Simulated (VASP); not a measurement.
Runs of VASP 6.6.1 on Al2O. The structure is that of space group Fm-3m (No. 225), or close to it. The cells are those of the table. 

```csv
cell,gap on the mesh (eV),pressure (GPa)
"a = 4.077 Å, angles 60.0°, 3 atoms",none,-4.4
"a = 3.997 Å, angles 60.0°, 3 atoms",none,-1.3
"a = 4.116 Å, angles 60.0°, 3 atoms",none,(a)
"a = 4.038 Å, angles 60.0°, 3 atoms",none,-3.1
"a = 3.956 Å, angles 60.0°, 3 atoms",none,(b)
```

Alike in all rows: task single point; level PBEsol; potentials or basis VASP PAW PBE potentials, release 64 (Al, O); no spin polarisation; k mesh 7 × 7 × 7; cutoff (eV) 520; smearing methfessel-paxton 0.1 eV.

Fill in the values left out.

(a) -5.4; (b) 0.8.

Caveats: the PAW data sets were made with another functional, which shifts forces and pressure a little.

A gap of «none» marks levels without a gap at the run's occupations.
